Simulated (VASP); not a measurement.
# Eu (Im-3m) in VASP: a series of runs

Runs on Eu. Level: PBE. Tasks: single point.

Program: VASP 6.6.1. These are calculated values, not measurements. Logs are shortened: lines on timing, memory, paths and dates and some standing lists are left out, and cuts for length are marked.

### Step 1. The cell of the first run

The structure is cubic, space group Im-3m (No. 229). The conventional cell has a = 4.606 Å, b = 4.606 Å, c = 4.606 Å, α = 90.00°, β = 90.00°, γ = 90.00°. Eu (site symmetry m-3m) has 14 Eu at 3.99 to 4.61 Å within 5.2 Å.

### Step 2. Single point, PBE, collinear spin, ferromagnetic start

The input, INCAR:

```
SYSTEM = Eu
ALGO = Normal
EDIFF = 1E-6
ENCUT = 520
GGA = PE
ISIF = 2
ISMEAR = -1
ISPIN = 2
LASPH = .TRUE.
LCHARG = .FALSE.
LMAXMIX = 6
LORBIT = 11
LREAL = .FALSE.
LWAVE = .FALSE.
MAGMOM = 7 7
NBANDS = 28
NELM = 150
PREC = Accurate
SIGMA = 0.05
```

The input, KPOINTS:

```
k-points
0
G
  7 7 7
  0 0 0
```

The input, POSCAR:

```
Eu
1.0
    4.6060000000      0.0000000000      0.0000000000
    0.0000000000      4.6060000000      0.0000000000
    0.0000000000      0.0000000000      4.6060000000
Eu
2
Direct
    0.0000000000      0.0000000000      0.0000000000
    0.5000000000      0.5000000000      0.5000000000
```

Potentials or basis: VASP PAW PBE potentials, release 64 (Eu).

The run is started by

```bash
$ cat potpaw_PBE.64/Eu/POTCAR > POTCAR
$ mpirun -np 1 vasp_std > vasp.out
```

OUTCAR:

```text
SYSTEM = Eu
   EDIFF = 1E-6
   ENCUT = 520
   GGA = PE
   ISIF = 2
   ISMEAR = -1
   ISPIN = 2
   LASPH = .TRUE.
   LORBIT = 11
   LREAL = .FALSE.
   NELM = 150
   PREC = Accurate

 ion  position               nearest neighbor table
   1  0.000  0.000  0.000-
   2  0.500  0.500  0.500-

  LATTYP: Found a simple cubic cell.
 ALAT       =     4.6060000000

  Lattice vectors:

 A1 = (   4.6060000000,   0.0000000000,   0.0000000000)
 A2 = (   0.0000000000,   4.6060000000,   0.0000000000)
 A3 = (   0.0000000000,   0.0000000000,   4.6060000000)

Analysis of symmetry for initial positions (statically):
=====================================================================
 Subroutine PRICEL returns following result:

  LATTYP: Found a body centered cubic cell.
 ALAT       =     4.6060000000

  Lattice vectors:

 A1 = (   2.3030000000,   2.3030000000,  -2.3030000000)
 A2 = (  -2.3030000000,   2.3030000000,   2.3030000000)
 A3 = (   2.3030000000,  -2.3030000000,   2.3030000000)

   2 primitive cells build up your supercell.

 Routine SETGRP: Setting up the symmetry group for a
 simple cubic supercell.

 Subroutine GETGRP returns: Found 48 space group operations
 (whereof 48 operations were pure point group operations)
 out of a pool of 48 trial point group operations.

The static configuration has the point symmetry O_h .

Analysis of symmetry for dynamics (positions and initial velocities):
=====================================================================
 Subroutine PRICEL returns following result:

  LATTYP: Found a body centered cubic cell.
 ALAT       =     4.6060000000

  Lattice vectors:

 A1 = (   2.3030000000,   2.3030000000,  -2.3030000000)
 A2 = (  -2.3030000000,   2.3030000000,   2.3030000000)
 A3 = (   2.3030000000,  -2.3030000000,   2.3030000000)

   2 primitive cells build up your supercell.

 Routine SETGRP: Setting up the symmetry group for a
 simple cubic supercell.

 Subroutine GETGRP returns: Found 48 space group operations
 (whereof 48 operations were pure point group operations)
 out of a pool of 48 trial point group operations.

The dynamic configuration has the point symmetry O_h .

Analysis of structural, dynamic, and magnetic symmetry:
=====================================================================
 Subroutine PRICEL returns following result:

  LATTYP: Found a body centered cubic cell.
 ALAT       =     4.6060000000

  Lattice vectors:

 A1 = (   2.3030000000,   2.3030000000,  -2.3030000000)
 A2 = (  -2.3030000000,   2.3030000000,   2.3030000000)
 A3 = (   2.3030000000,  -2.3030000000,   2.3030000000)

   2 primitive cells build up your supercell.

 Routine SETGRP: Setting up the symmetry group for a
 simple cubic supercell.

 Subroutine GETGRP returns: Found 48 space group operations
 (whereof 48 operations were pure point group operations)
 out of a pool of 48 trial point group operations.

The overall configuration has the point symmetry O_h .

 Subroutine INISYM returns: Found 48 space group operations
 (whereof 48 operations are pure point group operations),
 and found     2 'primitive' translations

----------------------------------------------------------------------------------------

                                     Primitive cell

  volume of cell :      48.8587

  direct lattice vectors                    reciprocal lattice vectors
     2.303000000  2.303000000 -2.303000000     0.217108120  0.217108120  0.000000000
    -2.303000000  2.303000000  2.303000000    -0.000000000  0.217108120  0.217108120
     2.303000000 -2.303000000  2.303000000     0.217108120  0.000000000  0.217108120

  length of vectors
     3.988913010  3.988913010  3.988913010     0.307037248  0.307037248  0.307037248

  position of ions in fractional coordinates (direct lattice)
     0.000000000  0.000000000  0.000000000

  ion indices of the primitive-cell ions
   primitive index   ion index
                 1           1

----------------------------------------------------------------------------------------

 KPOINTS: k-points

Automatic generation of k-mesh.
 Grid dimensions read from file:
 generate k-points for:    7    7    7

 Generating k-lattice:

  Cartesian coordinates                     Fractional coordinates (reciprocal lattice)
     0.031015446  0.000000000  0.000000000     0.142857143  0.000000000  0.000000000
     0.000000000  0.031015446  0.000000000     0.000000000  0.142857143  0.000000000
     0.000000000  0.000000000  0.031015446     0.000000000  0.000000000  0.142857143

  Length of vectors
     0.031015446  0.031015446  0.031015446

  Shift w.r.t. Gamma in fractional coordinates (k-lattice)
     0.000000000  0.000000000  0.000000000

 Subroutine IBZKPT returns following result:
 ===========================================

 Found     20 irreducible k-points:

 Following reciprocal coordinates:
            Coordinates               Weight
  0.000000  0.000000  0.000000      1.000000
  0.142857  0.000000  0.000000      6.000000
  0.285714  0.000000  0.000000      6.000000
  0.428571  0.000000  0.000000      6.000000
  0.142857  0.142857  0.000000     12.000000
  0.285714  0.142857  0.000000     24.000000
[... 12 lines left out ...]
  0.428571  0.428571  0.285714     24.000000
  0.428571  0.428571  0.428571      8.000000
   k-points           NKPTS =     20   k-points in BZ     NKDIM =     20   number of bands    NBANDS=     28
   number of dos      NEDOS =    301   number of ions     NIONS =      2
   total plane-waves  NPLWV =  46656
   dimension x,y,z NGX =    36 NGY =   36 NGZ =   36
   dimension x,y,z NGXF=    72 NGYF=   72 NGZF=   72
   ions per type =               2
   NGX,Y,Z   is equivalent  to a cutoff of  12.99, 12.99, 12.99 a.u.
   NGXF,Y,Z  is equivalent  to a cutoff of  25.99, 25.99, 25.99 a.u.
 SYSTEM =  Eu
   PREC   = accura    normal or accurate (medium, high low for compatibility)
   ISTART =      0    job   : 0-new  1-cont  2-samecut
   ICHARG =      2    charge: 1-file 2-atom 10-const
   ISPIN  =      2    spin polarized calculation?
   LNONCOLLINEAR =      F non collinear calculations
   LSORBIT =      F    spin-orbit coupling
   LASPH  =      T    aspherical Exc in radial PAW
   ENCUT  =  520.0 eV  38.22 Ry    6.18 a.u.   8.56  8.56  8.56*2*pi/ulx,y,z
   NELM   =    150;   NELMIN=  2; NELMDL= -5     # of ELM steps
   EDIFF  = 0.1E-05   stopping-criterion for ELM
   LREAL  =      F    real-space projection
   EDIFFG = 0.1E-04   stopping-criterion for IOM
   NSW    =      0    number of steps for IOM
   IBRION =     -1    ionic relax: 0-MD 1-quasi-New 2-CG
   NFREE  =      0    steps in history (QN), initial steepest desc. (CG)
   ISIF   =      2    stress and relaxation
   ISYM   =      2    0-nonsym 1-usesym 2-fastsym
   POTIM  = 0.5000    time-step for ionic-motion
   TEBEG  =    0.0;   TEEND  =   0.0 temperature during run
   PSTRESS=    0.0 pullay stress
   NELECT =      34.0000    total number of electrons
   NUPDOWN=      -1.0000    fix difference up-down
   EMIN   =  10.00;   EMAX   =-10.00  energy-range for DOS
   EFERMI =   0.00;   METHOD = LEGACY
   ISMEAR =    -1;   SIGMA  =   0.05  broadening in eV -4-tet -1-fermi 0-gaus
   EFERMI_NEDOS =   21; number of points for ismear=-14 and -15
   IALGO  =     38    algorithm
   IMIX   =      4    mixing-type and parameters
     AMIX     =   0.40;   BMIX     =  1.00
     AMIX_MAG =   1.60;   BMIX_MAG =  1.00
  volume/ion in A,a.u.               =      48.86       329.71
  Fermi-wavevector in a.u.,A,eV,Ry     =   1.151447  2.175919 18.039008  1.325830
  Thomas-Fermi vector in A             =   2.288104
   LORBIT       =     11    0 simple, 1 ext, 2 COOP (PROOUT), +10 PAW based schemes
   GGA     = PE    functional components
   LHFCALC =     F    Hartree Fock is set to
   AEXX    =    0.0000 exact exchange contribution
   IVDW    =     0    specifies the selected vdW correction
   LEPSILON=     F    determine dielectric tensor
   LRPA    =     F    only Hartree local field effects (RPA)
 spin polarized calculation
  energy-cutoff  :      520.00
  volume of cell :       97.72
 maximum number of plane-waves:      2649
 NGX is ok and might be reduce to    36
   NGX = 17   NGY = 17   NGZ = 17

 number of electron      34.0000018 magnetization      14.8614372

 Free energy of the ion-electron system (eV)
  ---------------------------------------------------
  ext. energy  EPLUGINS =         0.00000000
  ---------------------------------------------------
  free energy    TOTEN  =       -22.79872051 eV

  energy without entropy =      -22.76879102  energy(sigma->0) =      -22.78375577

 E-fermi :   1.5958     XC(G=0):  -8.2401

 val. band max:        1.5892989542   @ k =   0.4286   0.2857   0.2857
 cond. band min:       1.6122147717   @ k =   0.2857   0.2857   0.2857
 fundamental gap:      0.0229158175
 Fermi energy:         1.5957845368

 spin component 1

 k-point     1 :       0.0000    0.0000    0.0000
  band No.  band energies     occupation
      1     -40.1838      1.00000
      2     -40.1525      1.00000
      3     -19.0298      1.00000
      4     -19.0298      1.00000
      5     -19.0298      1.00000
      6     -18.8363      1.00000
[... 20 lines left out ...]
     27       3.2763      0.00000
     28       3.2763      0.00000

 k-point     2 :       0.1429    0.0000    0.0000
  band No.  band energies     occupation
      1     -40.1821      1.00000
      2     -40.1539      1.00000
      3     -19.0285      1.00000
      4     -19.0198      1.00000
      5     -19.0198      1.00000
      6     -18.8546      1.00000
[... 20 lines left out ...]
     27       3.2295      0.00000
     28       3.3939      0.00000

 k-point     3 :       0.2857    0.0000    0.0000
  band No.  band energies     occupation
      1     -40.1773      1.00000
      2     -40.1578      1.00000
      3     -19.0203      1.00000
      4     -18.9920      1.00000
      5     -18.9920      1.00000
      6     -18.9006      1.00000
[... 491 lines left out ...]
      2     -40.1652      1.00000
      3     -19.0549      1.00000
      4     -19.0509      1.00000
      5     -18.9696      1.00000
      6     -18.9402      1.00000
[... 20 lines left out ...]
     27       1.7673      0.03139
     28       1.8098      0.01366

 k-point    20 :       0.4286    0.4286    0.4286
  band No.  band energies     occupation
      1     -40.1656      1.00000
      2     -40.1652      1.00000
      3     -19.0232      1.00000
      4     -18.9970      1.00000
      5     -18.9970      1.00000
      6     -18.9378      1.00000
[... 20 lines left out ...]
     27       1.6307      0.33239
     28       1.6307      0.33239
 Fermi energy:         1.5957845368

 spin component 2

 k-point     1 :       0.0000    0.0000    0.0000
  band No.  band energies     occupation
      1     -37.0251      1.00000
      2     -36.9836      1.00000
      3     -16.7359      1.00000
      4     -16.7359      1.00000
      5     -16.7359      1.00000
      6     -16.4899      1.00000
[... 20 lines left out ...]
     27       6.0848      0.00000
     28       6.1529      0.00000

 k-point     2 :       0.1429    0.0000    0.0000
  band No.  band energies     occupation
      1     -37.0228      1.00000
      2     -36.9854      1.00000
      3     -16.7348      1.00000
      4     -16.7231      1.00000
      5     -16.7231      1.00000
      6     -16.5140      1.00000
[... 20 lines left out ...]
     27       6.0869      0.00000
     28       6.1556      0.00000

 k-point     3 :       0.2857    0.0000    0.0000
  band No.  band energies     occupation
      1     -37.0165      1.00000
      2     -36.9906      1.00000
      3     -16.7258      1.00000
      4     -16.6877      1.00000
      5     -16.6877      1.00000
      6     -16.5742      1.00000
[... 492 lines left out ...]
      3     -16.7711      1.00000
      4     -16.7659      1.00000
      5     -16.6611      1.00000
      6     -16.6234      1.00000
[... 20 lines left out ...]
     27       6.0440      0.00000
     28       6.0478      0.00000

 k-point    20 :       0.4286    0.4286    0.4286
  band No.  band energies     occupation
      1     -37.0007      1.00000
      2     -37.0003      1.00000
      3     -16.7304      1.00000
      4     -16.6969      1.00000
      5     -16.6969      1.00000
      6     -16.6210      1.00000
[... 20 lines left out ...]
     27       6.0109      0.00000
     28       6.0109      0.00000

------------------------ aborting loop because EDIFF is reached ----------------------------------------

  FORCE on cell =-STRESS in cart. coord.  units (eV):
  Direction    XX          YY          ZZ          XY          YZ          ZX
  --------------------------------------------------------------------------------------
  -------------------------------------------------------------------------------------
  Total       -1.1248315     -1.1248315     -1.1248315      0.0000000      0.0000000      0.0000000
  in kB      -18.4427740    -18.4427740    -18.4427740      0.0000000      0.0000000      0.0000000
  external PRESSURE =     -18.4427740 kB  Pullay stress =       0.0000000 kB

 VOLUME and BASIS-vectors are now :
 -----------------------------------------------------------------------------
  energy-cutoff  :      520.00
  volume of cell :       97.72
      direct lattice vectors                 reciprocal lattice vectors
     4.606000000  0.000000000  0.000000000     0.217108120  0.000000000  0.000000000
     0.000000000  4.606000000  0.000000000     0.000000000  0.217108120  0.000000000
     0.000000000  0.000000000  4.606000000     0.000000000  0.000000000  0.217108120

 POSITION                                       TOTAL-FORCE (eV/Angst)
 -----------------------------------------------------------------------------------
      0.00000      0.00000      0.00000        -0.000000     -0.000000     -0.000000
      2.30300      2.30300      2.30300         0.000000      0.000000      0.000000
 -----------------------------------------------------------------------------------
    total drift:                                0.000000      0.000000      0.000000

  FREE ENERGIE OF THE ION-ELECTRON SYSTEM (eV)
  ---------------------------------------------------
  free  energy   TOTEN  =       -22.7987205142 eV

  energy  without entropy=      -22.7687910183  energy(sigma->0) =      -22.78375577

 total charge

# of ion       s       p       d       f       tot
--------------------------------------------------
    1        2.078   5.720   0.235   6.685  14.718
    2        2.078   5.720   0.235   6.685  14.718
--------------------------------------------------
tot          4.155  11.440   0.471  13.370  29.437

 magnetization (x)

# of ion       s       p       d       f       tot
--------------------------------------------------
    1       -0.005  -0.095   0.133   6.684   6.717
    2       -0.005  -0.095   0.133   6.684   6.717
--------------------------------------------------
tot         -0.009  -0.190   0.265  13.368  13.434
```

It took 78 s on 1 thread of Intel Xeon 6975P-C (Granite Rapids), shared host; peak memory 0.29 GiB.

Results:

```
Free energy                                           : -22.7987 eV
Pressure                                              : -1.8 GPa
Net moment                                            : 14.86 μB per cell
Site moments                                          : Eu +6.72 μB
Valence electrons inside the program's atomic spheres : Eu 14.72
```

Levels at points of the mesh, in eV from the Fermi level:
Spin up:
```
           k point  band 23  band 24  band 25  band 26  band 27  band 28
(0.00, 0.00, 0.00)    -0.37    -0.37    -0.37     1.68     1.68     1.68
```
Spin down:
```csv
k point,band 8,band 9,band 10,band 11,band 12,band 13
"(0.00, 0.00, 0.00)",-18.09,-3.41,-0.02,-0.02,2.64,2.64
```

Caveat: the highest band is partly filled, so the run has too few bands; spin-orbit coupling is left out, which moves the levels of the heavy elements; semilocal functionals describe open f shells poorly, which spoils levels, moments and volumes. The state reached can hang on the start; a lower one may exist.

### Step 3. Single point, PBE, collinear spin, ferromagnetic start

The input, INCAR:

```
PREC = Accurate ; ENCUT = 520
EDIFF = 1E-6 ; ISMEAR = -1
SIGMA = 0.05 ; LREAL = False
LASPH = True ; NELM = 150
ALGO = Normal ; ISIF = 2
LWAVE = False ; LCHARG = False
ISPIN = 2 ; MAGMOM = 7 7
LORBIT = 11 ; LMAXMIX = 6
GGA = PE ; NBANDS = 28
```

The input, KPOINTS:

```
regular mesh
0
Gamma
  10 10 10
```

POSCAR is that of step 2.

Potentials or basis: VASP PAW PBE potentials, release 64 (Eu).

The run is started by

```bash
$ cat potpaw_PBE.64/Eu/POTCAR > POTCAR
$ mpirun -np 1 vasp_std > vasp.out
```

Run time: 3.4 min. Hardware: 1 thread of Intel Xeon 6975P-C (Granite Rapids), shared host; peak memory 0.41 GiB.

It converged, with:

```
Free energy                                           : -22.8003 eV
Pressure                                              : -1.9 GPa
Net moment                                            : 14.74 μB per cell
Site moments                                          : Eu +6.71 μB
Valence electrons inside the program's atomic spheres : Eu 14.72
```

Levels at points of the mesh, in eV from the Fermi level:
Spin up:
| k point | band 21 | band 22 | band 23 | band 24 | band 25 | band 26 | band 27 | band 28 |
| --- | --- | --- | --- | --- | --- | --- | --- | --- |
| (0.00, 0.00, 0.00) | -0.40 | -0.36 | -0.36 | -0.36 | -0.36 | 1.69 | 1.69 | 1.69 |
| (0.50, 0.00, 0.00) | -0.41 | -0.41 | -0.41 | -0.41 | 0.77 | 0.77 | 1.74 | 1.74 |
| (0.50, 0.50, 0.00) | -0.40 | -0.40 | -0.38 | -0.38 | 0.44 | 0.44 | 0.49 | 0.49 |
| (0.50, 0.50, 0.50) | -0.41 | -0.41 | 0.00 | 0.00 | 0.00 | 0.00 | 0.00 | 0.00 |
Spin down:
```csv
k point,band 6,band 7,band 8,band 9,band 10,band 11,band 12,band 13,band 14,band 15
"(0.00, 0.00, 0.00)",-18.09,-18.09,-18.09,-3.44,-0.05,-0.05,2.63,2.63,2.63,3.83
"(0.50, 0.00, 0.00)",-18.21,-18.21,-18.21,-1.26,-1.26,1.38,1.38,2.46,2.46,2.46
"(0.50, 0.50, 0.00)",-18.21,-18.09,-18.09,-0.82,-0.82,1.17,1.17,1.34,1.34,3.95
"(0.50, 0.50, 0.50)",-18.26,-18.26,-18.26,0.80,0.80,0.80,0.80,0.80,0.80,3.37
```

Caveat: the highest band is partly filled, so the run has too few bands; spin-orbit coupling is left out, which moves the levels of the heavy elements; semilocal functionals describe open f shells poorly, which spoils levels, moments and volumes. The state reached can hang on the start; a lower one may exist.
